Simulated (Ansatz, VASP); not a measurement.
One calculation of GaN, two programs

Contents of INCAR:

```
SYSTEM = GaN
PREC = Accurate ; ENCUT = 600
EDIFF = 1E-6 ; ISMEAR = 0
SIGMA = 0.02 ; LREAL = .False.
LASPH = .True. ; NELM = 120
ALGO = Normal ; ISIF = 2
LWAVE = .False. ; LCHARG = .False.
GGA = PE ; NBANDS = 16
GGA_COMPAT = .False.
```

Contents of KPOINTS:

```
regular mesh
0
Gamma
  10 10 10
  0 0 0
```

The input POSCAR:

```
GaN
1.0
    0.0000000000      2.2744128111      2.2744128111
    2.2744128111      0.0000000000      2.2744128111
    2.2744128111      2.2744128111      0.0000000000
Ga N
1 1
Direct
    0.0000000000      0.0000000000      0.0000000000
    0.2500000000      0.2500000000      0.2500000000
```

Input for Ansatz:

```yaml
crystal:
  lattice:
    - [0.0, 2.2744128111, 2.2744128111]
    - [2.2744128111, 0.0, 2.2744128111]
    - [2.2744128111, 2.2744128111, 0.0]
  atoms:
    - { symbol: Ga, position: [0.0, 0.0, 0.0] }
    - { symbol: "N", position: [0.25, 0.25, 0.25] }
basis:
  ecutwfc: 420
kpoints:
  mp_grid: { grid: [10, 10, 10] }
  band_path:
    path:
      - [[0.0, 0.0, 0.0], [-0.5, -0.5, 0.0], [-0.375, -0.375, 0.25]]
      - [[-0.375, 0.0, 0.375], [0.0, 0.0, 0.0], [0.0, 0.0, 0.5], [-0.5, -0.25, 0.25], [-0.5, -0.5, 0.0]]
    npoints: 10
hamiltonian:
  xc: pbe
  pseudopotentials: { kind: paw, azcp: { folder: soft_1 } }
scf:
  occupations: { method: gaussian, width: 0.02 }
  n_extra_bands: 7
output:
  forces: true
  stress: true
  eigenvalues: true
```

Alike in both runs: task single point; functional PBE; k mesh 10 × 10 × 10; occupations gaussian, width 0.02 eV; no spin polarisation.

|  | VASP | Ansatz |
| --- | --- | --- |
| version | VASP 6.6.1 | Ansatz 0.2.0 |
| potentials or method | VASP PAW PBE potentials, release 64 (Ga_d, N), cutoff 600 eV | scalar-relativistic, plane waves, PAW |
| valence electrons in the cell | 18 | 18 |

Ansatz gave:

```
gap on the k mesh at the Fermi level (eV) : 1.54
least direct gap on the mesh (eV)         : 1.54
pressure (GPa)                            : 0.0
```

Problem. Estimate VASP's values.

Solution. gap on the k mesh at the Fermi level (eV): 1.55; least direct gap on the mesh (eV): 1.55; pressure (GPa): -0.1.
